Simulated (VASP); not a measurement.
Wanted: the native input for a VASP 6.6.1 run.

```
Task                   : single point
Functional             : LDA
Potentials or basis    : VASP PAW LDA potentials, release 64 (Mg_sv, O)
Cutoff                 : 840 eV
k mesh                 : 9 × 9 × 6
Occupations            : gaussian, width 0.02 eV
Spin                   : no spin polarisation
Dipole correction      : no
Further INCAR settings : ALGO = Normal; EDIFF = 1e-06; NBANDS = 24
```

The structure of MgO lies in POSCAR:

```
MgO
1.0
    3.3028386699      0.0000000000      0.0000000000
   -1.6514193350      2.8603421927      0.0000000000
    0.0000000000      0.0000000000      5.0202782649
Mg O
2 2
Direct
    0.3333333333      0.6666666667      0.0037134796
    0.6666666667      0.3333333333      0.5037134796
    0.3333333333      0.6666666667      0.4008865204
    0.6666666667      0.3333333333      0.9008865204
```

The input as run:

INCAR

```
SYSTEM = MgO
ALGO = Normal
EDIFF = 1E-6
ENCUT = 840
GGA = CA
GGA_COMPAT = .FALSE.
ISIF = 2
ISMEAR = 0
LASPH = .TRUE.
LCHARG = .TRUE.
LELF = .TRUE.
LREAL = .FALSE.
LVHAR = .TRUE.
LWAVE = .FALSE.
NBANDS = 24
NELM = 120
PREC = Accurate
SIGMA = 0.02
```

KPOINTS

```
k-points
0
G
  9 9 6
  0 0 0
```

Potentials or basis: VASP PAW LDA potentials, release 64 (Mg_sv, O).

Run with:

```sh
$ cat potpaw_LDA.64/Mg_sv/POTCAR potpaw_LDA.64/O/POTCAR > POTCAR
$ mpirun -np 1 vasp_std > vasp.out
```

It gave:

| Quantity | Value |
| --- | --- |
| Pressure | -4.2 GPa |
| Largest force | 0.024 eV/Å |
| Band gap on the k mesh | 3.38 eV |

Caveat: the cell stands under tension.

It took 70 s on 1 thread of Intel(R) Xeon(R) Platinum 8259CL CPU @ 2.50GHz (Skylake/Cascade Lake), with other jobs on the host, peak memory 0.23 GiB.
